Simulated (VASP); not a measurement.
Input of a VASP 6.6.1 run:

File INCAR:

```
SYSTEM = Al
PREC = Accurate
ENCUT = 520
EDIFF = 1E-6
ISMEAR = 0
SIGMA = 0.15
LREAL = Auto
LASPH = .True.
NELM = 60
ALGO = Normal
ISIF = 2
LWAVE = .False.
LCHARG = .True.
GGA = PE
LELF = .True.
LVHAR = .True.
NBANDS = 68
```

KPOINTS

```
Automatic mesh
0
Gamma
  3 3 3
  0 0 0
```

File POSCAR:

```
Al
1.0
    8.1000000000      0.0000000000      0.0000000000
    0.0000000000      8.1000000000      0.0000000000
    0.0000000000      0.0000000000      8.1000000000
Al
31
Direct
    0.7444140741      0.2463492593     -0.0003955556
    0.7478292593     -0.0009001235      0.2461682716
    0.0055753086      0.0037741975     -0.0003945679
    0.3323707407      0.1678659259     -0.0003930864
    0.4964287654      0.4946350617     -0.0003893827
    0.7483172840      0.7518979012     -0.0003907407
    0.2470853086     -0.0065761728      0.2646738272
    0.5067696296      0.2531197531      0.2646838272
    0.7511753086      0.5011811111      0.2499138272
    0.5026206173     -0.0024213580      0.4996120988
    0.7584861728      0.2514338272      0.4996027160
    0.7478361728     -0.0009056790      0.7530403704
    0.0015822222      0.4986155556     -0.0003928395
    0.2538461728      0.7557761728     -0.0003887654
    0.0043096296      0.2514411111      0.2452498765
    0.2487566667      0.4958953086      0.2452586420
    0.5011071605      0.7523724691      0.2461683951
   -0.0059249383     -0.0001807407      0.4996039506
    0.2481333333      0.2520600000      0.4996011111
    0.5003848148      0.5061237037      0.4996108642
    0.7499383951      0.7502564198      0.4996076543
    0.2470797531     -0.0065677778      0.7345497531
    0.5067702469      0.2531127160      0.7345365432
    0.7511660494      0.5011869136      0.7493007407
   -0.0009838272      0.7490254321      0.2499188889
   -0.0000681481      0.5002669136      0.4996065432
    0.2487709877      0.7417166667      0.4996113580
    0.0043027160      0.2514437037      0.7539559259
    0.2487588889      0.4958818519      0.7539608642
    0.5010995062      0.7523711111      0.7530498765
   -0.0009827160      0.7490270370      0.7492945679
```

Potentials or basis: VASP PAW PBE potentials, release 64 (Al).

The run is started by

```bash
$ cat potpaw_PBE.64/Al/POTCAR > POTCAR
$ mpirun -np 1 vasp_std > vasp.out
```

Q: Estimate the band gap on the k mesh.

A: Zero (an odd number of electrons rules out a gap without spin polarisation).

Q: What does it give for the largest force?

A: 0.613 eV/Å.

Q: Estimate the pressure.

A: -0.8 GPa.

Stress tensor (GPa, compression positive):
```
-1.14  0.13  0.00
 0.13 -1.14  0.00
 0.00  0.00 -0.15
```
